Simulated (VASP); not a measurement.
## As: single point with PBEsol

The system is As.

```
CELL_PARAMETERS angstrom
2.75367 0.00000 0.00000
0.00000 2.75367 0.00000
0.00000 0.00000 2.75367
ATOMIC_POSITIONS crystal
As 0.50000 0.50000 0.50000
```

This cell differs from its parent crystal: strained.

```
Program                : VASP 6.6.1
Task                   : single point
Functional             : PBEsol
Potentials or basis    : VASP PAW PBE potentials, release 64 (As)
Cutoff                 : 520 eV
k mesh                 : 16 × 16 × 16
Occupations            : gaussian, width 0.1 eV
Spin                   : no spin polarisation
Dipole correction      : no
Further INCAR settings : ALGO = Normal; EDIFF = 1e-06; NBANDS = 8
```

| Property | Result |
| --- | --- |
| Pressure | -5.3 GPa |

Levels at points of the mesh, in eV from the Fermi level:
```csv
k point,band 1,band 2,band 3,band 4,band 5,band 6,band 7,band 8
"(0.00, 0.00, 0.00)",-14.52,3.93,3.93,3.93,8.45,8.45,9.92,24.24
"(0.50, 0.00, 0.00)",-11.60,-6.54,6.04,6.04,11.03,13.65,14.08,14.46
"(0.50, 0.50, 0.00)",-8.59,-4.01,-4.01,2.64,8.01,15.86,17.07,17.07
"(0.50, 0.50, 0.50)",-5.32,-1.72,-1.72,-1.72,5.97,5.97,5.97,9.40
```

It took 18 s on 1 thread of Intel Xeon 8259CL (shared host), peak memory 0.14 GiB.

Caveat: the cell differs from its parent crystal (strained); the PAW data sets were made with another functional, which shifts forces and pressure a little.
